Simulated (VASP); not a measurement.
A run of VASP 6.6.1 is set up as follows.

INCAR

```
SYSTEM = CdSe
PREC = Accurate
ENCUT = 520
EDIFF = 1E-7
ISMEAR = 0
SIGMA = 0.01
LREAL = .False.
LASPH = .True.
NELM = 100
ALGO = Normal
ISIF = 2
LWAVE = .False.
LCHARG = .False.
GGA = CA
NBANDS = 16
```

Contents of KPOINTS:

```
regular mesh
0
Gamma
  6 6 6
  0 0 0
```

File POSCAR:

```
CdSe
1.0
    2.9439138029      2.9439138029      0.0000000000
   -2.9439138029      2.9439138029      0.0000000000
    0.0000000000      2.9439138029      3.0400416005
Cd Se
1 1
Direct
    0.0000000000      0.0000000000      0.0000000000
    0.7500000000      0.2500000000      0.5000000000
```

Potentials or basis: VASP PAW LDA potentials, release 64 (Cd, Se).

Run with:

```console
$ cat potpaw_LDA.64/Cd/POTCAR potpaw_LDA.64/Se/POTCAR > POTCAR
$ mpirun -np 1 vasp_std > vasp.out
```

Question: What does it give for the pressure?

Answer: 2.3 GPa.

Question: Predict the band gap on the k mesh.

Answer: 0.45 eV, direct.

Stress tensor (GPa, compression positive):
```
2.49 0.00 0.00
0.00 2.49 0.00
0.00 0.00 1.92
```

Caveat: the cell differs from its parent crystal (in-plane strain -0.02).
